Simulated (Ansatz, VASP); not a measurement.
Two plane-wave programs on HfH6

```
Hf H
1.0
     5.20195    0.00000    0.00000
     0.00000    5.20195    0.00000
     0.00000    0.00000    5.20195
Hf H
1 6
Direct
  0.00000 0.00000 0.00000
  0.39441 0.00000 0.00000
  0.60559 0.00000 0.00000
  0.00000 0.39441 0.00000
  0.00000 0.60559 0.00000
  0.00000 0.00000 0.39441
  0.00000 0.00000 0.60559
```

Alike in both runs: task relaxation of cell and atoms; functional PBE; k mesh 8 × 8 × 8; occupations gaussian, width 0.1 eV; no spin polarisation.

|  | VASP | Ansatz |
| --- | --- | --- |
| version | VASP 6.6.1 | Ansatz 0.2.0 |
| potentials or method | VASP PAW PBE potentials, release 64 (Hf_pv, H), cutoff 600 eV | scalar-relativistic, plane waves, PAW |
| valence electrons in the cell | 16 | 32 |

```csv
,VASP,Ansatz,Ansatz less VASP
"gap on the k mesh at the Fermi level, each at its own relaxed structure (eV)",none,none,-
relaxed volume (Å³/atom),19.26,19.38,+0.122
relaxed cell length with the largest relative difference (Å),5.128,5.139,+0.0108
```

A gap of «none» marks a metal or a gap that the smearing closes. VASP's potentials hold 16 valence electrons a cell and Ansatz's 32, so a difference there can come from the potentials and not from the codes.

Neither program's run includes spin-orbit coupling.
